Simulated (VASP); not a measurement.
BaTiO3:

```
Ba Ti O
1.0
     3.97237    0.00000    0.00000
     0.00000    3.97237    0.00000
     0.00000    0.00000    4.11223
Ba Ti O
1 1 3
Direct
  0.00000 0.00000 0.99564
  0.50000 0.50000 0.47753
  0.50000 0.50000 0.03455
  0.50000 0.00000 0.51764
  0.00000 0.50000 0.51764
```

Base run:

| Quantity | Value |
| --- | --- |
| Program | VASP 6.6.1 |
| Functional | r2SCAN |
| Potentials or basis | VASP PAW PBE potentials, release 64 (Ba_sv, Ti_sv, O) |
| Cutoff | 520 eV |
| k mesh | 6 × 6 × 6 |
| Occupations | gaussian, width 0.01 eV |
| Spin | no spin polarisation |

Its results: band gap on the k mesh 2.21 eV, indirect (least direct gap 2.71 eV); pressure 1.9 GPa; largest force 0.165 eV/Å.

Task: The run is repeated on the same cell with these changes: functional from r2SCAN to PBE. What comes out?

Result: Band gap on the k mesh 1.81 eV, indirect (least direct gap 2.30 eV); pressure 4.9 GPa; largest force 0.200 eV/Å.

r2SCAN gives the wider gap, since meta-GGAs in the generalised Kohn-Sham scheme recover part of the derivative discontinuity.

Caveats: spin-orbit coupling is left out, which moves the levels of the heavy elements; the PAW data sets were made with another functional, which shifts forces and pressure a little (some runs).

A k mesh can miss the band edges.
